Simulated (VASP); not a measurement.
# GaN (F-43m) in VASP: notebook, part 2 of 2

VASP 6.6.1. The steps go on from the part before.

## 4. Single point, PBEsol

This run uses another cell than the first one, of 11.38 Å³/atom, 1.010 times its volume.

File INCAR:

```
SYSTEM = GaN
PREC = Accurate ; ENCUT = 520
EDIFF = 1E-6 ; ISMEAR = -1
SIGMA = 0.1 ; LREAL = .False.
LASPH = .True. ; NELM = 80
ALGO = Normal ; ISIF = 2
LWAVE = .False. ; LCHARG = .False.
GGA = PS ; NBANDS = 16
```

File KPOINTS:

```
Automatic mesh
0
Gamma
  14 14 14
  0 0 0
```

File POSCAR:

```
GaN
1.0
    2.2491372718      2.2491372718      0.0000000000
   -2.2491372718      2.2491372718      0.0000000000
    0.0000000000      2.2491372718      2.2491372718
Ga N
1 1
Direct
    0.0000000000      0.0000000000      0.0000000000
    0.2500000000      0.7500000000      0.5000000000
```

Potentials or basis: VASP PAW PBE potentials, release 64 (Ga_d, N).

The run is started by

```bash
$ cat potpaw_PBE.64/Ga_d/POTCAR potpaw_PBE.64/N/POTCAR > POTCAR
$ mpirun -np 1 vasp_std > vasp.out
```

OUTCAR:

```text
SYSTEM = GaN
   PREC = Accurate
   ENCUT = 520
   EDIFF = 1E-6
   ISMEAR = -1
   LREAL = .False.
   LASPH = .True.
   NELM = 80
   ISIF = 2
   GGA = PS

 ion  position               nearest neighbor table
   1  0.000  0.000  0.000-   2 1.95   2 1.95   2 1.95   2 1.95
   2  0.250  0.750  0.500-   1 1.95   1 1.95   1 1.95   1 1.95

  LATTYP: Found a face centered cubic cell.
 ALAT       =     4.4982745436

  Lattice vectors:

 A1 = (   0.0000000000,   2.2491372718,   2.2491372718)
 A2 = (   2.2491372718,   0.0000000000,   2.2491372718)
 A3 = (   2.2491372718,   2.2491372718,   0.0000000000)

Analysis of symmetry for initial positions (statically):
=====================================================================
 Subroutine PRICEL returns:
 Original cell was already a primitive cell.

 Routine SETGRP: Setting up the symmetry group for a
 face centered cubic supercell.

 Subroutine GETGRP returns: Found 24 space group operations
 (whereof 24 operations were pure point group operations)
 out of a pool of 48 trial point group operations.

The static configuration has the point symmetry T_d .

Analysis of symmetry for dynamics (positions and initial velocities):
=====================================================================
 Subroutine PRICEL returns:
 Original cell was already a primitive cell.

 Routine SETGRP: Setting up the symmetry group for a
 face centered cubic supercell.

 Subroutine GETGRP returns: Found 24 space group operations
 (whereof 24 operations were pure point group operations)
 out of a pool of 48 trial point group operations.

The dynamic configuration has the point symmetry T_d .

 Subroutine INISYM returns: Found 24 space group operations
 (whereof 24 operations are pure point group operations),
 and found     1 'primitive' translations

[... 111 lines left out ...]
   IALGO  =     38    algorithm
   IMIX   =      4    mixing-type and parameters
     AMIX     =   0.40;   BMIX     =  1.00
     AMIX_MAG =   1.60;   BMIX_MAG =  1.00
  volume/ion in A,a.u.               =      11.38        76.78
  Fermi-wavevector in a.u.,A,eV,Ry     =   1.514048  2.861136 31.189206  2.292342
  Thomas-Fermi vector in A             =   2.623758
   LORBIT       =      0    0 simple, 1 ext, 2 COOP (PROOUT), +10 PAW based schemes
   GGA     = PS    functional components
   LHFCALC =     F    Hartree Fock is set to
   AEXX    =    0.0000 exact exchange contribution
   IVDW    =     0    specifies the selected vdW correction
   LEPSILON=     F    determine dielectric tensor
   LRPA    =     F    only Hartree local field effects (RPA)
 non-spin polarized calculation
  energy-cutoff  :      520.00
  volume of cell :       22.76
 maximum number of plane-waves:       624
   NGX = 11   NGY = 11   NGZ = 11

 number of electron      18.0000008 magnetization

 Free energy of the ion-electron system (eV)
  ---------------------------------------------------
  ext. energy  EPLUGINS =         0.00000000
  ---------------------------------------------------
  free energy    TOTEN  =       -13.12259245 eV

  energy without entropy =      -13.12259083  energy(sigma->0) =      -13.12259164

 E-fermi :   6.2440     XC(G=0): -11.9332

 val. band max:        5.2126992472   @ k =   0.0000   0.0000   0.0000
 cond. band min:       6.9329486009   @ k =   0.0000   0.0000   0.0000
 fundamental gap:      1.7202493536
 Fermi energy:         6.2439532400

 k-point     1 :       0.0000    0.0000    0.0000
  band No.  band energies     occupation
      1     -10.7694      2.00000
      2      -8.1954      2.00000
      3      -8.1954      2.00000
      4      -8.1954      2.00000
      5      -7.8644      2.00000
      6      -7.8644      2.00000
[... 433 lines left out ...]
      3      -8.0845      2.00000
      4      -7.8728      2.00000
      5      -7.8604      2.00000
      6      -7.2283      2.00000
[... 8 lines left out ...]
     15      22.2480      0.00000
     16      24.8298      0.00000

 [... further k-points ...]

------------------------ aborting loop because EDIFF is reached ----------------------------------------

  FORCE on cell =-STRESS in cart. coord.  units (eV):
  Direction    XX          YY          ZZ          XY          YZ          ZX
  --------------------------------------------------------------------------------------
  -------------------------------------------------------------------------------------
  Total       -0.0326675     -0.0326675     -0.0326675     -0.0000000     -0.0000000      0.0000000
  in kB       -2.3001123     -2.3001123     -2.3001123     -0.0000000     -0.0000000      0.0000000
  external PRESSURE =      -2.3001123 kB  Pullay stress =       0.0000000 kB

 VOLUME and BASIS-vectors are now :
 -----------------------------------------------------------------------------
  energy-cutoff  :      520.00
  volume of cell :       22.76
      direct lattice vectors                 reciprocal lattice vectors
     2.249137272  2.249137272  0.000000000     0.222307463  0.222307463 -0.222307463
    -2.249137272  2.249137272  0.000000000    -0.222307463  0.222307463 -0.222307463
     0.000000000  2.249137272  2.249137272     0.000000000  0.000000000  0.444614925

 POSITION                                       TOTAL-FORCE (eV/Angst)
 -----------------------------------------------------------------------------------
      0.00000      0.00000      0.00000         0.000000     -0.000000      0.000000
     -1.12457      3.37371      1.12457        -0.000000      0.000000      0.000000
 -----------------------------------------------------------------------------------
    total drift:                                0.000003     -0.000000      0.000000

  FREE ENERGIE OF THE ION-ELECTRON SYSTEM (eV)
  ---------------------------------------------------
  free  energy   TOTEN  =       -13.1225924472 eV

  energy  without entropy=      -13.1225908278  energy(sigma->0) =      -13.12259164
```

OSZICAR:

```text
N       E                     dE             d eps       ncg     rms          rms(c)
DAV:   1     0.786041831552E+02    0.78604E+02   -0.93288E+03  3744   0.201E+03
DAV:   2    -0.946543209038E+01   -0.88070E+02   -0.82452E+02  3864   0.326E+02
DAV:   3    -0.148787389466E+02   -0.54133E+01   -0.53949E+01  3856   0.690E+01
DAV:   4    -0.149382269771E+02   -0.59488E-01   -0.59481E-01  4232   0.773E+00
DAV:   5    -0.149390086787E+02   -0.78170E-03   -0.78169E-03  3928   0.785E-01    0.722E+00
DAV:   6    -0.131534846512E+02    0.17855E+01   -0.42386E+00  5048   0.394E+01    0.265E+00
DAV:   7    -0.131424547169E+02    0.11030E-01   -0.27192E-01  3576   0.573E+00    0.171E+00
DAV:   8    -0.131259319504E+02    0.16523E-01   -0.52833E-02  4152   0.259E+00    0.710E-01
DAV:   9    -0.131224968844E+02    0.34351E-02   -0.11668E-02  4984   0.228E+00    0.177E-01
DAV:  10    -0.131226335933E+02   -0.13671E-03   -0.11821E-03  3992   0.455E-01    0.915E-02
DAV:  11    -0.131225906942E+02    0.42899E-04   -0.13560E-04  5072   0.181E-01    0.450E-03
DAV:  12    -0.131225925081E+02   -0.18139E-05   -0.13061E-05  3784   0.383E-02    0.340E-03
DAV:  13    -0.131225924472E+02    0.60904E-07   -0.30241E-07  2392   0.102E-02
   1 F= -.13122592E+02 E0= -.13122592E+02  d E =-.161939E-05
```

stdout:

```text
POSCAR found type information on POSCAR GaN
 POSCAR found :  2 types and       2 ions
 scaLAPACK will be used
 -----------------------------------------------------------------------------
|                                                                             |
|                                                                             |
|     You enforced a specific xc type in the INCAR file but a different       |
|     I HOPE YOU KNOW WHAT YOU ARE DOING!                                     |
|                                                                             |
 -----------------------------------------------------------------------------

 LDA part: xc-table for (Slater+PW92), standard interpolation
 POSCAR, INCAR and KPOINTS ok, starting setup
 FFT: planning ... GRIDC
 FFT: planning ... GRID_SOFT
 FFT: planning ... GRID
 WAVECAR not read
 entering main loop
```

It took 14 s on 1 thread of Intel Xeon Platinum 8488C (Sapphire Rapids), shared host; peak memory 0.16 GiB.

Results:

```yaml
Free_energy: -13.1226 eV
Pressure: -0.2 GPa
Band_gap_on_the_k_mesh: 1.72 eV, direct
```

Caveat: the PAW data sets were made with another functional, which shifts forces and pressure a little.

## 5. The runs side by side

```tsv
cell	k mesh	smearing	gap on the mesh (eV)	pressure (GPa)
a = 3.170 Å, angles 60.0, 60.0, 90.0°, 2 atoms	10 × 10 × 10	gaussian 0.01 eV	1.79	1.7
a = 3.159 Å, angles 60.0, 60.0, 90.0°, 2 atoms	10 × 10 × 10	gaussian 0.01 eV	1.85	3.7
a = 3.181 Å, angles 60.0, 60.0, 90.0°, 2 atoms	14 × 14 × 14	fermi-dirac 0.1 eV	1.72	-0.2
```

Alike in all rows: task single point; level PBEsol; potentials or basis VASP PAW PBE potentials, release 64 (Ga_d, N); no spin polarisation; cutoff (eV) 520.

Caveats: the PAW data sets were made with another functional, which shifts forces and pressure a little.

Absolute energies hang on the potentials; compare differences alone.
